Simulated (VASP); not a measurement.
# B (Pm-3m) in VASP: further runs, part 2 of 2

VASP 6.6.1.

## Step 6: Single point, PBE (volume scaled by 0.84)

INCAR reads:

```
ALGO = Normal
EDIFF = 1E-6
ENCUT = 520
GGA = PE
ISIF = 2
ISMEAR = -1
LASPH = True
LCHARG = True
LELF = True
LREAL = False
LVHAR = True
LWAVE = False
NBANDS = 8
NELM = 80
PREC = Accurate
SIGMA = 0.05
```

KPOINTS reads:

```
k-points
0
Gamma
  22 22 22
```

POSCAR reads:

```
B
1.0
    1.7778310619      0.0000000000      0.0000000000
    0.0000000000      1.7778310619      0.0000000000
    0.0000000000      0.0000000000      1.7778310619
B
1
Direct
    0.0000000000      0.0000000000      0.0000000000
```

Potentials or basis: VASP PAW PBE potentials, release 64 (B).

On the command line:

```bash
> cat potpaw_PBE.64/B/POTCAR > POTCAR
> mpirun -np 1 vasp_std > vasp.out
```

OUTCAR:

```text
EDIFF = 1E-6
   ENCUT = 520
   GGA = PE
   ISIF = 2
   ISMEAR = -1
   LASPH = True
   LREAL = False
   NELM = 80
   PREC = Accurate

 ion  position               nearest neighbor table
   1  0.000  0.000  0.000-

  LATTYP: Found a simple cubic cell.
 ALAT       =     1.7778310619

  Lattice vectors:

 A1 = (   1.7778310619,   0.0000000000,   0.0000000000)
 A2 = (   0.0000000000,   1.7778310619,   0.0000000000)
 A3 = (   0.0000000000,   0.0000000000,   1.7778310619)

Analysis of symmetry for initial positions (statically):
=====================================================================
 Subroutine PRICEL returns:
 Original cell was already a primitive cell.

 Routine SETGRP: Setting up the symmetry group for a
 simple cubic supercell.

 Subroutine GETGRP returns: Found 48 space group operations
 (whereof 48 operations were pure point group operations)
 out of a pool of 48 trial point group operations.

The static configuration has the point symmetry O_h .

Analysis of symmetry for dynamics (positions and initial velocities):
=====================================================================
 Subroutine PRICEL returns:
 Original cell was already a primitive cell.

 Routine SETGRP: Setting up the symmetry group for a
 simple cubic supercell.

 Subroutine GETGRP returns: Found 48 space group operations
 (whereof 48 operations were pure point group operations)
 out of a pool of 48 trial point group operations.

The dynamic configuration has the point symmetry O_h .

 Subroutine INISYM returns: Found 48 space group operations
 (whereof 48 operations are pure point group operations),
 and found     1 'primitive' translations

----------------------------------------------------------------------------------------

                                     Primitive cell
[... 108 lines left out ...]
     AMIX     =   0.40;   BMIX     =  1.00
     AMIX_MAG =   1.60;   BMIX_MAG =  1.00
  volume/ion in A,a.u.               =       5.62        37.92
  Fermi-wavevector in a.u.,A,eV,Ry     =   1.328082  2.509710 23.997966  1.763801
  Thomas-Fermi vector in A             =   2.457346
   LORBIT       =      0    0 simple, 1 ext, 2 COOP (PROOUT), +10 PAW based schemes
   GGA     = PE    functional components
   LHFCALC =     F    Hartree Fock is set to
   AEXX    =    0.0000 exact exchange contribution
   IVDW    =     0    specifies the selected vdW correction
   LEPSILON=     F    determine dielectric tensor
   LRPA    =     F    only Hartree local field effects (RPA)
 non-spin polarized calculation
  energy-cutoff  :      520.00
  volume of cell :        5.62
 maximum number of plane-waves:       160
 NGX is ok and might be reduce to    14
   NGX =  7   NGY =  7   NGZ =  7

 number of electron       3.0000000 magnetization

 Free energy of the ion-electron system (eV)
  ---------------------------------------------------
  ext. energy  EPLUGINS =         0.00000000
  ---------------------------------------------------
  free energy    TOTEN  =        -5.44584609 eV

  energy without entropy =       -5.44432487  energy(sigma->0) =       -5.44508548

 E-fermi :   8.9210     XC(G=0): -13.1238

 val. band max:        8.9207600573   @ k =   0.4545   0.3636   0.2727
 cond. band min:       8.9347829989   @ k =   0.3636   0.3636   0.1364
 fundamental gap:      0.0140229416
 Fermi energy:         8.9210381263

 k-point     1 :       0.0000    0.0000    0.0000
  band No.  band energies     occupation
      1      -8.6627      2.00000
      2      24.5670      0.00000
      3      24.5670      0.00000
      4      24.5670      0.00000
      5      35.2755      0.00000
      6      35.2755      0.00000
      7      46.9456      0.00000
      8      68.8678      0.00000
[... 243 lines left out ...]
 k-point    24 :       0.0909    0.0909    0.0000
  band No.  band energies     occupation
      1      -8.0471      2.00000
      2      20.8129      0.00000
      3      22.9971      0.00000
      4      25.1176      0.00000
      5      37.6486      0.00000
      6      40.3227      0.00000
      7      46.2516      0.00000
      8      64.0371      0.00000

 [... further k-points ...]

------------------------ aborting loop because EDIFF is reached ----------------------------------------

  FORCE on cell =-STRESS in cart. coord.  units (eV):
  Direction    XX          YY          ZZ          XY          YZ          ZX
  --------------------------------------------------------------------------------------
  -------------------------------------------------------------------------------------
  Total        1.9698535      1.9698535      1.9698535      0.0000000      0.0000000     -0.0000000
  in kB      561.6594065    561.6594065    561.6594065      0.0000000      0.0000000     -0.0000000
  external PRESSURE =     561.6594065 kB  Pullay stress =       0.0000000 kB

 VOLUME and BASIS-vectors are now :
 -----------------------------------------------------------------------------
  energy-cutoff  :      520.00
  volume of cell :        5.62
      direct lattice vectors                 reciprocal lattice vectors
     1.777831062  0.000000000  0.000000000     0.562483141  0.000000000  0.000000000
     0.000000000  1.777831062  0.000000000     0.000000000  0.562483141  0.000000000
     0.000000000  0.000000000  1.777831062     0.000000000  0.000000000  0.562483141

 POSITION                                       TOTAL-FORCE (eV/Angst)
 -----------------------------------------------------------------------------------
      0.00000      0.00000      0.00000         0.000000      0.000000      0.000000
 -----------------------------------------------------------------------------------
    total drift:                                0.000000     -0.000000     -0.000000

  FREE ENERGIE OF THE ION-ELECTRON SYSTEM (eV)
  ---------------------------------------------------
  free  energy   TOTEN  =        -5.4458460941 eV

  energy  without entropy=       -5.4443248720  energy(sigma->0) =       -5.44508548
```

OSZICAR:

```text
N       E                     dE             d eps       ncg     rms          rms(c)
DAV:   1    -0.333967118981E+01   -0.33397E+01   -0.15918E+03  6656   0.299E+02
DAV:   2    -0.548071004191E+01   -0.21410E+01   -0.20239E+01  7776   0.359E+01
DAV:   3    -0.548272108576E+01   -0.20110E-02   -0.20110E-02  6560   0.119E+00
DAV:   4    -0.548272115004E+01   -0.64280E-07   -0.63355E-07  8304   0.623E-03
DAV:   5    -0.548272114954E+01    0.50549E-09   -0.18390E-11  6440   0.178E-05    0.210E+00
DAV:   6    -0.545657472660E+01    0.26146E-01   -0.71175E-03  6656   0.536E-01    0.130E+00
DAV:   7    -0.544582476549E+01    0.10750E-01   -0.10368E-02  6752   0.659E-01    0.102E-01
DAV:   8    -0.544584896367E+01   -0.24198E-04   -0.44474E-05  6360   0.573E-02    0.124E-02
DAV:   9    -0.544584601331E+01    0.29504E-05   -0.57611E-06  7080   0.157E-02    0.384E-03
DAV:  10    -0.544584609406E+01   -0.80751E-07   -0.47787E-08  3392   0.176E-03
   1 F= -.54458461E+01 E0= -.54450855E+01  d E =-.152122E-02
```

Run time: 7 s. Hardware: 1 thread of Intel Xeon Platinum 8488C (Sapphire Rapids), shared host; peak memory 0.11 GiB.

Results:

| Quantity | Value |
| --- | --- |
| Free energy | -5.4458 eV |
| Pressure | 56.2 GPa |

## Step 7: The runs side by side

```csv
cell,gap on the mesh (eV),pressure (GPa)
"a = 1.589 Å, 1 atom",none,295.0
"a = 1.657 Å, 1 atom",none,179.6
"a = 1.719 Å, 1 atom",none,105.4
"a = 1.778 Å, 1 atom",none,56.2
```

Alike in all rows: task single point; level PBE; potentials or basis VASP PAW PBE potentials, release 64 (B); no spin polarisation; k mesh 22 × 22 × 22; cutoff (eV) 520; smearing fermi-dirac 0.05 eV.

Absolute energies hang on the potentials; compare differences alone.
